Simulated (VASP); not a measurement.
# Ir (Fm-3m) in VASP: a series of runs

Ir is run at these levels: LDA; tasks: single point.

Everything below comes from runs of VASP 6.6.1. Logs are shortened: lines on timing, memory, paths and dates and some standing lists are left out, and cuts for length are marked.

## 1. The cell of the first run

It takes space group Fm-3m (No. 225, cubic). Conventional cell: a = 3.839 Å, b = 3.839 Å, c = 3.839 Å, α = 90.00°, β = 90.00°, γ = 90.00°. Within 3.6 Å of Ir (site symmetry m-3m) lie 12 Ir at 2.71 Å.

## 2. Single point, LDA

The input, INCAR:

```
SYSTEM = Ir
PREC = Accurate ; ENCUT = 560
EDIFF = 1E-6 ; ISMEAR = 0
SIGMA = 0.15 ; LREAL = .False.
LASPH = .True. ; NELM = 120
ALGO = Normal ; ISIF = 2
LWAVE = .False. ; LCHARG = .False.
GGA = CA ; NBANDS = 14
GGA_COMPAT = .False.
```

The input, KPOINTS:

```
Automatic mesh
0
Gamma
  24 24 24
  0 0 0
```

The input, POSCAR:

```
Ir
1.0
    0.0000000000      1.9197000000      1.9197000000
    1.9197000000      0.0000000000      1.9197000000
    1.9197000000      1.9197000000      0.0000000000
Ir
1
Direct
    0.0000000000      0.0000000000      0.0000000000
```

Potentials or basis: VASP PAW LDA potentials, release 64 (Ir_sv_GW).

Started as:

```bash
$ cat potpaw_LDA.64/Ir_sv_GW/POTCAR > POTCAR
$ mpirun -np 1 vasp_std > vasp.out
```

OUTCAR:

```text
SYSTEM = Ir
   PREC = Accurate
   ENCUT = 560
   EDIFF = 1E-6
   ISMEAR = 0
   LREAL = .False.
   LASPH = .True.
   NELM = 120
   ISIF = 2
   GGA = CA

 ion  position               nearest neighbor table
   1  0.000  0.000  0.000-

  LATTYP: Found a face centered cubic cell.
 ALAT       =     3.8394000000

  Lattice vectors:

 A1 = (   0.0000000000,   1.9197000000,   1.9197000000)
 A2 = (   1.9197000000,   0.0000000000,   1.9197000000)
 A3 = (   1.9197000000,   1.9197000000,   0.0000000000)

Analysis of symmetry for initial positions (statically):
=====================================================================
 Subroutine PRICEL returns:
 Original cell was already a primitive cell.

 Routine SETGRP: Setting up the symmetry group for a
 face centered cubic supercell.

 Subroutine GETGRP returns: Found 48 space group operations
 (whereof 48 operations were pure point group operations)
 out of a pool of 48 trial point group operations.

The static configuration has the point symmetry O_h .

Analysis of symmetry for dynamics (positions and initial velocities):
=====================================================================
 Subroutine PRICEL returns:
 Original cell was already a primitive cell.

 Routine SETGRP: Setting up the symmetry group for a
 face centered cubic supercell.

 Subroutine GETGRP returns: Found 48 space group operations
 (whereof 48 operations were pure point group operations)
 out of a pool of 48 trial point group operations.

The dynamic configuration has the point symmetry O_h .

 Subroutine INISYM returns: Found 48 space group operations
 (whereof 48 operations are pure point group operations),
 and found     1 'primitive' translations

----------------------------------------------------------------------------------------

                                     Primitive cell

  volume of cell :      14.1491

  direct lattice vectors                    reciprocal lattice vectors
     0.000000000  1.919700000  1.919700000    -0.260457363  0.260457363  0.260457363
     1.919700000  0.000000000  1.919700000     0.260457363 -0.260457363  0.260457363
     1.919700000  1.919700000  0.000000000     0.260457363  0.260457363 -0.260457363

  length of vectors
     2.714865776  2.714865776  2.714865776     0.451125386  0.451125386  0.451125386

  position of ions in fractional coordinates (direct lattice)
     0.000000000  0.000000000  0.000000000

  ion indices of the primitive-cell ions
   primitive index   ion index
                 1           1

----------------------------------------------------------------------------------------

 KPOINTS: Automatic mesh

Automatic generation of k-mesh.
 Grid dimensions read from file:
 generate k-points for:   24   24   24

 Generating k-lattice:

  Cartesian coordinates                     Fractional coordinates (reciprocal lattice)
    -0.010852390  0.010852390  0.010852390     0.041666667  0.000000000  0.000000000
     0.010852390 -0.010852390  0.010852390     0.000000000  0.041666667  0.000000000
     0.010852390  0.010852390 -0.010852390     0.000000000  0.000000000  0.041666667

  Length of vectors
     0.018796891  0.018796891  0.018796891

  Shift w.r.t. Gamma in fractional coordinates (k-lattice)
     0.000000000  0.000000000  0.000000000

 Subroutine IBZKPT returns following result:
 ===========================================

 Found    413 irreducible k-points:

 Following reciprocal coordinates:
            Coordinates               Weight
  0.000000  0.000000  0.000000      1.000000
  0.041667  0.000000  0.000000      8.000000
  0.083333  0.000000  0.000000      8.000000
  0.125000  0.000000  0.000000      8.000000
  0.166667  0.000000  0.000000      8.000000
  0.208333  0.000000  0.000000      8.000000
[... 16 lines left out ...]
  0.416667  0.041667  0.000000     24.000000
  0.458333  0.041667  0.000000     24.000000
 [... further k-points ...]
   k-points           NKPTS =    413   k-points in BZ     NKDIM =    413   number of bands    NBANDS=     14
   number of dos      NEDOS =    301   number of ions     NIONS =      1
   total plane-waves  NPLWV =  13824
   dimension x,y,z NGX =    24 NGY =   24 NGZ =   24
   dimension x,y,z NGXF=    48 NGYF=   48 NGZF=   48
   ions per type =               1
   NGX,Y,Z   is equivalent  to a cutoff of  14.70, 14.70, 14.70 a.u.
   NGXF,Y,Z  is equivalent  to a cutoff of  29.39, 29.39, 29.39 a.u.
 SYSTEM =  Ir
   PREC   = accura    normal or accurate (medium, high low for compatibility)
   ISTART =      0    job   : 0-new  1-cont  2-samecut
   ICHARG =      2    charge: 1-file 2-atom 10-const
   ISPIN  =      1    spin polarized calculation?
   LNONCOLLINEAR =      F non collinear calculations
   LSORBIT =      F    spin-orbit coupling
   LASPH  =      T    aspherical Exc in radial PAW
   ENCUT  =  560.0 eV  41.16 Ry    6.42 a.u.   5.24  5.24  5.24*2*pi/ulx,y,z
   NELM   =    120;   NELMIN=  2; NELMDL= -5     # of ELM steps
   EDIFF  = 0.1E-05   stopping-criterion for ELM
   LREAL  =      F    real-space projection
   EDIFFG = 0.1E-04   stopping-criterion for IOM
   NSW    =      0    number of steps for IOM
   IBRION =     -1    ionic relax: 0-MD 1-quasi-New 2-CG
   NFREE  =      0    steps in history (QN), initial steepest desc. (CG)
   ISIF   =      2    stress and relaxation
   ISYM   =      2    0-nonsym 1-usesym 2-fastsym
   POTIM  = 0.5000    time-step for ionic-motion
   TEBEG  =    0.0;   TEEND  =   0.0 temperature during run
   PSTRESS=    0.0 pullay stress
   NELECT =      17.0000    total number of electrons
   NUPDOWN=      -1.0000    fix difference up-down
   EMIN   =  10.00;   EMAX   =-10.00  energy-range for DOS
   EFERMI =   0.00;   METHOD = LEGACY
   ISMEAR =     0;   SIGMA  =   0.15  broadening in eV -4-tet -1-fermi 0-gaus
   EFERMI_NEDOS =   21; number of points for ismear=-14 and -15
   IALGO  =     38    algorithm
   IMIX   =      4    mixing-type and parameters
     AMIX     =   0.40;   BMIX     =  1.00
     AMIX_MAG =   1.60;   BMIX_MAG =  1.00
  volume/ion in A,a.u.               =      14.15        95.48
  Fermi-wavevector in a.u.,A,eV,Ry     =   1.740395  3.288869 41.211694  3.028974
  Thomas-Fermi vector in A             =   2.813052
   LORBIT       =      0    0 simple, 1 ext, 2 COOP (PROOUT), +10 PAW based schemes
   GGA     = CA    functional components
   LHFCALC =     F    Hartree Fock is set to
   AEXX    =    0.0000 exact exchange contribution
   IVDW    =     0    specifies the selected vdW correction
   LEPSILON=     F    determine dielectric tensor
   LRPA    =     F    only Hartree local field effects (RPA)
 non-spin polarized calculation
 Gauss-broadening in eV      SIGMA  =   0.15
  energy-cutoff  :      560.00
  volume of cell :       14.15
 maximum number of plane-waves:       444
 NGX is ok and might be reduce to    24
   NGX = 11   NGY = 11   NGZ = 11

 number of electron      17.0000000 magnetization

 Free energy of the ion-electron system (eV)
  ---------------------------------------------------
  ext. energy  EPLUGINS =         0.00000000
  ---------------------------------------------------
  free energy    TOTEN  =       -10.90452871 eV

  energy without entropy =      -10.89426093  energy(sigma->0) =      -10.89939482

 E-fermi :  12.6544     XC(G=0): -14.7833

 val. band max:       12.6541460363   @ k =   0.3750   0.0417   0.0000
 cond. band min:      12.6549602729   @ k =  -0.3750   0.1250   0.0000
 fundamental gap:      0.0008142366
 Fermi energy:        12.6543791467

 k-point     1 :       0.0000    0.0000    0.0000
  band No.  band energies     occupation
      1     -79.8846      2.00000
      2     -36.5480      2.00000
      3     -36.5480      2.00000
      4     -36.5480      2.00000
      5       1.5661      2.00000
      6       8.7472      2.00000
      7       8.7472      2.00000
      8       8.7472      2.00000
      9      11.4693      2.00000
     10      11.4693      2.00000
     11      26.3030      0.00000
     12      31.7749      0.00000
     13      31.7749      0.00000
     14      31.7749      0.00000

 k-point     2 :       0.0417    0.0000    0.0000
  band No.  band energies     occupation
      1     -79.8834      2.00000
      2     -36.5622      2.00000
      3     -36.5500      2.00000
      4     -36.5500      2.00000
      5       1.6444      2.00000
      6       8.7047      2.00000
      7       8.7813      2.00000
      8       8.7813      2.00000
      9      11.4462      2.00000
     10      11.4462      2.00000
     11      26.4402      0.00000
     12      31.3972      0.00000
     13      31.9062      0.00000
     14      31.9062      0.00000

 k-point     3 :       0.0833    0.0000    0.0000
  band No.  band energies     occupation
      1     -79.8807      2.00000
      2     -36.6045      2.00000
      3     -36.5559      2.00000
      4     -36.5559      2.00000
      5       1.8747      2.00000
      6       8.5877      2.00000
      7       8.8768      2.00000
      8       8.8768      2.00000
      9      11.3869      2.00000
     10      11.3869      2.00000
     11      26.8335      0.00000
     12      30.5180      0.00000
     13      32.2942      0.00000
     14      32.2942      0.00000
[... 324 lines left out ...]
 k-point    23 :       0.4167    0.0417    0.0000
  band No.  band energies     occupation
      1     -79.8236      2.00000
      2     -37.2741      2.00000
      3     -36.6592      2.00000
      4     -36.6549      2.00000
      5       4.6219      2.00000
      6       8.7046      2.00000
      7       8.8481      2.00000
      8      10.3843      2.00000
      9      13.1730      0.00000
     10      13.2870      0.00000
     11      21.6925      0.00000
     12      26.6628      0.00000
     13      32.3724      0.00000
     14      33.0344      0.00000

 k-point    24 :       0.4583    0.0417    0.0000
  band No.  band energies     occupation
      1     -79.8196      2.00000
      2     -37.3198      2.00000
      3     -36.6641      2.00000
      4     -36.6637      2.00000
      5       4.6227      2.00000
      6       8.6257      2.00000
      7       8.7620      2.00000
      8      11.1332      2.00000
      9      13.5083      0.00000
     10      13.6318      0.00000
     11      20.5703      0.00000
     12      26.2807      0.00000
     13      31.8417      0.00000
     14      32.1963      0.00000

 [... further k-points ...]

------------------------ aborting loop because EDIFF is reached ----------------------------------------

  FORCE on cell =-STRESS in cart. coord.  units (eV):
  Direction    XX          YY          ZZ          XY          YZ          ZX
  --------------------------------------------------------------------------------------
  -------------------------------------------------------------------------------------
  Total       -0.7828890     -0.7828890     -0.7828890      0.0000000      0.0000000      0.0000000
  in kB      -88.6504018    -88.6504018    -88.6504018      0.0000000      0.0000000      0.0000000
  external PRESSURE =     -88.6504018 kB  Pullay stress =       0.0000000 kB

 VOLUME and BASIS-vectors are now :
 -----------------------------------------------------------------------------
  energy-cutoff  :      560.00
  volume of cell :       14.15
      direct lattice vectors                 reciprocal lattice vectors
     0.000000000  1.919700000  1.919700000    -0.260457363  0.260457363  0.260457363
     1.919700000  0.000000000  1.919700000     0.260457363 -0.260457363  0.260457363
     1.919700000  1.919700000  0.000000000     0.260457363  0.260457363 -0.260457363

 POSITION                                       TOTAL-FORCE (eV/Angst)
 -----------------------------------------------------------------------------------
      0.00000      0.00000      0.00000        -0.000000      0.000000     -0.000000
 -----------------------------------------------------------------------------------
    total drift:                                0.000000      0.000000      0.000000

  FREE ENERGIE OF THE ION-ELECTRON SYSTEM (eV)
  ---------------------------------------------------
  free  energy   TOTEN  =       -10.9045287122 eV

  energy  without entropy=      -10.8942609309  energy(sigma->0) =      -10.89939482
```

It took 35 s on 1 thread of Intel Xeon Platinum 8488C (Sapphire Rapids), shared host; peak memory 0.21 GiB.

Results:

* Free energy: -10.9045 eV
* Pressure: -8.9 GPa
* Band gap on the k mesh: zero (an odd number of electrons rules out a gap without spin polarisation)

Levels at points of the mesh, in eV from the Fermi level:
| k point | band 4 | band 5 | band 6 | band 7 | band 8 | band 9 | band 10 | band 11 | band 12 | band 13 |
| --- | --- | --- | --- | --- | --- | --- | --- | --- | --- | --- |
| (0.00, 0.00, 0.00) | -49.20 | -11.09 | -3.91 | -3.91 | -3.91 | -1.19 | -1.19 | 13.65 | 19.12 | 19.12 |
| (0.50, 0.00, 0.00) | -49.32 | -8.10 | -4.00 | -4.00 | -0.71 | 0.91 | 0.91 | 7.28 | 13.31 | 19.09 |
| (0.50, 0.50, 0.00) | -49.50 | -7.91 | -7.36 | 0.89 | 1.48 | 1.48 | 1.74 | 10.54 | 11.49 | 11.49 |

Caveat: the cell stands under tension; spin-orbit coupling is left out, which moves the levels of the heavy elements.

## 3. Single point, LDA

The input, INCAR:

```
SYSTEM = Ir
PREC = Accurate
ENCUT = 560
EDIFF = 1E-6
ISMEAR = 0
SIGMA = 0.15
LREAL = .False.
LASPH = .True.
NELM = 120
ALGO = Normal
ISIF = 2
LWAVE = .False.
LCHARG = .True.
LELF = .True.
LVHAR = .True.
NBANDS = 14
GGA_COMPAT = .False.
```

The input, KPOINTS:

```
regular mesh
0
Gamma
  22 22 22
  0 0 0
```

POSCAR is that of step 2.

Potentials or basis: VASP PAW LDA potentials, release 64 (Ir_sv_GW).

Started as:

```bash
$ cat potpaw_LDA.64/Ir_sv_GW/POTCAR > POTCAR
$ mpirun -np 1 vasp_std > vasp.out
```

Wall time 49 s (1 thread of Intel Xeon Platinum 8488C (Sapphire Rapids), shared host); peak memory 0.19 GiB.

The run converged. Its results:

```
Free energy            : -10.9019 eV
Pressure               : -8.8 GPa
Band gap on the k mesh : zero (an odd number of electrons rules out a gap without spin polarisation)
```

Levels at points of the mesh, in eV from the Fermi level:
```tsv
k point	band 4	band 5	band 6	band 7	band 8	band 9	band 10	band 11	band 12	band 13
(0.00, 0.00, 0.00)	-49.18	-11.06	-3.88	-3.88	-3.88	-1.16	-1.16	13.68	19.15	19.15
(0.50, 0.00, 0.00)	-49.29	-8.08	-3.97	-3.97	-0.68	0.93	0.93	7.31	13.34	19.12
(0.50, 0.50, 0.00)	-49.47	-7.88	-7.33	0.92	1.51	1.51	1.77	10.57	11.52	11.52
```

Caveat: the cell stands under tension; spin-orbit coupling is left out, which moves the levels of the heavy elements.
